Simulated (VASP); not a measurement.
# TaN (I4/mmm) in VASP: further runs, part 2 of 2

VASP 6.6.1.

### Step 4. Single point, PBE

This run uses another cell than the first one, of the same volume but with other edges.

Contents of INCAR:

```
PREC = Accurate
ENCUT = 600
EDIFF = 1E-6
ISMEAR = 0
SIGMA = 0.15
LREAL = F
LASPH = T
NELM = 120
ALGO = Normal
ISIF = 2
LWAVE = F
LCHARG = F
GGA = PE
NBANDS = 15
GGA_COMPAT = F
```

Contents of KPOINTS:

```
regular mesh
0
Gamma
  20 20 20
```

Contents of POSCAR:

```
TaN
1.0
    0.0000000000      2.3002988113      1.9552539896
    2.3002988113      0.0000000000      1.9552539896
    2.3002988113      2.3002988113      0.0000000000
Ta N
1 1
Direct
    0.5000000000      0.5000000000      0.5000000000
    0.0000000000      0.0000000000      0.0000000000
```

Potentials or basis: VASP PAW PBE potentials, release 64 (Ta_pv, N).

Launch:

```bash
> cat potpaw_PBE.64/Ta_pv/POTCAR potpaw_PBE.64/N/POTCAR > POTCAR
> mpirun -np 1 vasp_std > vasp.out
```

OUTCAR:

```text
PREC = Accurate
   ENCUT = 600
   EDIFF = 1E-6
   ISMEAR = 0
   LREAL = F
   LASPH = T
   NELM = 120
   ISIF = 2
   GGA = PE

 ion  position               nearest neighbor table
   1  0.500  0.500  0.500-   2 1.96   2 1.96   2 2.30   2 2.30   2 2.30   2 2.30
   2  0.000  0.000  0.000-   1 1.96   1 1.96   1 2.30   1 2.30   1 2.30   1 2.30

  LATTYP: Found a body centered tetragonal cell.
 ALAT       =     3.2531137765
 C/A-ratio  =     1.2020815280

  Lattice vectors:

[... 618 lines left out ...]

------------------------ aborting loop because EDIFF is reached ----------------------------------------

  FORCE on cell =-STRESS in cart. coord.  units (eV):
  Direction    XX          YY          ZZ          XY          YZ          ZX
  --------------------------------------------------------------------------------------
  -------------------------------------------------------------------------------------
  Total       -0.4943427     -0.4943427     17.3008638      0.0000000     -0.0000000      0.0000000
  in kB      -38.2769194    -38.2769194   1339.6047624      0.0000000     -0.0000000      0.0000000
  external PRESSURE =     421.0169746 kB  Pullay stress =       0.0000000 kB

 VOLUME and BASIS-vectors are now :
 -----------------------------------------------------------------------------
  energy-cutoff  :      600.00
  volume of cell :       20.69
      direct lattice vectors                 reciprocal lattice vectors
     0.000000000  2.300298811  1.955253990    -0.217363065  0.217363065  0.255721253
     2.300298811  0.000000000  1.955253990     0.217363065 -0.217363065  0.255721253
     2.300298811  2.300298811  0.000000000     0.217363065  0.217363065 -0.255721253

 POSITION                                       TOTAL-FORCE (eV/Angst)
 -----------------------------------------------------------------------------------
      2.30030      2.30030      1.95525         0.000000     -0.000000      0.000000
      0.00000      0.00000      0.00000        -0.000000      0.000000      0.000000
 -----------------------------------------------------------------------------------
    total drift:                                0.000000     -0.000000      0.000000

  FREE ENERGIE OF THE ION-ELECTRON SYSTEM (eV)
  ---------------------------------------------------
  free  energy   TOTEN  =       -20.8849535104 eV

  energy  without entropy=      -20.8745299641  energy(sigma->0) =      -20.87974174
```

OSZICAR:

```text
N       E                     dE             d eps       ncg     rms          rms(c)
DAV:   1     0.997822936826E+02    0.99782E+02   -0.96191E+03 19238   0.126E+03
DAV:   2    -0.209609035673E+02   -0.12074E+03   -0.11355E+03 23598   0.334E+02
DAV:   3    -0.240861798621E+02   -0.31253E+01   -0.30999E+01 21967   0.505E+01
DAV:   4    -0.240985760559E+02   -0.12396E-01   -0.12390E-01 24821   0.334E+00
DAV:   5    -0.240986509699E+02   -0.74914E-04   -0.74906E-04 22233   0.238E-01    0.282E+01
DAV:   6    -0.209032354843E+02    0.31954E+01   -0.65004E+00 25364   0.283E+01    0.119E+01
DAV:   7    -0.209212712377E+02   -0.18036E-01   -0.11547E+00 21344   0.711E+00    0.798E+00
DAV:   8    -0.209012336862E+02    0.20038E-01   -0.16692E-01 24193   0.329E+00    0.138E+00
DAV:   9    -0.208849774632E+02    0.16256E-01   -0.42212E-02 22415   0.180E+00    0.266E-01
DAV:  10    -0.208849782483E+02   -0.78513E-06   -0.33248E-03 21421   0.603E-01    0.209E-01
DAV:  11    -0.208849569470E+02    0.21301E-04   -0.75765E-05 23368   0.109E-01    0.259E-02
DAV:  12    -0.208849537001E+02    0.32468E-05   -0.96340E-06 23297   0.317E-02    0.494E-03
DAV:  13    -0.208849535104E+02    0.18975E-06   -0.35382E-07 12667   0.601E-03
   1 F= -.20884954E+02 E0= -.20879742E+02  d E =-.104235E-01
```

Run time: 2.8 min. Hardware: 1 thread of Intel Xeon Platinum 8259CL at 2.50GHz (Skylake/Cascade Lake), shared host; peak memory 0.36 GiB.

What came out:

| Quantity | Value |
| --- | --- |
| Free energy | -20.8850 eV |
| Pressure | 42.1 GPa |
| Band gap on the k mesh | zero (band 8 reaches 11.74 eV, above the bottom of band 9 at 7.24 eV) |

Stress tensor (GPa, compression positive):
```
 -3.83   0.00   0.00
  0.00  -3.83   0.00
  0.00   0.00 133.96
```

Caveat: spin-orbit coupling is left out, which moves the levels of the heavy elements.

### Step 5. Single point, PBE

This run uses another cell than the first one, of the same volume but with other edges.

Contents of INCAR:

```
ALGO = Normal
EDIFF = 1E-6
ENCUT = 600
GGA = PE
GGA_COMPAT = False
ISIF = 2
ISMEAR = 0
LASPH = True
LCHARG = False
LREAL = False
LWAVE = False
NBANDS = 15
NELM = 120
PREC = Accurate
SIGMA = 0.15
```

Contents of KPOINTS:

```
k-points
0
Gamma
  20 20 20
```

Contents of POSCAR:

```
TaN
1.0
    0.0000000000      2.0505175069      2.4606210083
    2.0505175069      0.0000000000      2.4606210083
    2.0505175069      2.0505175069      0.0000000000
Ta N
1 1
Direct
    0.5000000000      0.5000000000      0.5000000000
    0.0000000000      0.0000000000      0.0000000000
```

Launch:

```bash
> cat potpaw_PBE.64/Ta_pv/POTCAR potpaw_PBE.64/N/POTCAR > POTCAR
> mpirun -np 1 vasp_std > vasp.out
```

Run time: 3.4 min. Hardware: 1 thread of Intel Xeon Platinum 8259CL at 2.50GHz (Skylake/Cascade Lake), shared host; peak memory 0.36 GiB.

It converged, with:

| Quantity | Value |
| --- | --- |
| Free energy | -21.1285 eV |
| Pressure | 42.2 GPa |
| Band gap on the k mesh | zero (band 8 reaches 11.77 eV, above the bottom of band 9 at 6.87 eV) |

Stress tensor (GPa, compression positive):
```
66.92  0.00  0.00
 0.00 66.92  0.00
 0.00  0.00 -7.27
```

Levels at points of the mesh, in eV from the Fermi level:
```csv
k point,band 4,band 5,band 6,band 7,band 8,band 9,band 10,band 11,band 12,band 13
"(0.00, 0.00, 0.00)",-19.06,-4.18,-3.50,-3.50,-3.45,-2.78,-0.96,-0.96,1.51,4.46
"(0.50, 0.00, 0.00)",-15.53,-10.50,-8.01,-7.90,2.06,2.65,3.14,3.70,4.91,10.57
"(0.50, 0.50, 0.00)",-18.06,-7.49,-5.38,-3.97,-3.97,2.49,3.68,3.68,4.51,7.86
"(0.50, 0.00, 0.50)",-17.90,-5.76,-5.35,-4.95,-4.40,1.38,2.20,5.31,6.83,8.54
```

Caveat: spin-orbit coupling is left out, which moves the levels of the heavy elements.

### Step 6. The runs side by side

| cell | gap on the mesh (eV) | pressure (GPa) |
| --- | --- | --- |
| a = 2.996, b = 2.996, c = 3.459 Å, angles 54.7, 54.7, 70.5°, 2 atoms | none | 139.9 |
| a = 3.362, b = 3.362, c = 2.746 Å, angles 65.9, 65.9, 48.2°, 2 atoms | none | 99.5 |
| a = 3.019, b = 3.019, c = 3.253 Å, angles 57.4, 57.4, 65.2°, 2 atoms | none | 42.1 |
| a = 3.203, b = 3.203, c = 2.900 Å, angles 63.1, 63.1, 53.8°, 2 atoms | none | 42.2 |

Alike in all rows: task single point; level PBE; potentials or basis VASP PAW PBE potentials, release 64 (Ta_pv, N); no spin polarisation; k mesh 20 × 20 × 20; cutoff (eV) 600; smearing gaussian 0.15 eV.

Caveats: spin-orbit coupling is left out, which moves the levels of the heavy elements.

Total energies depend on the potentials used, so only differences within one code and one set of settings carry meaning.
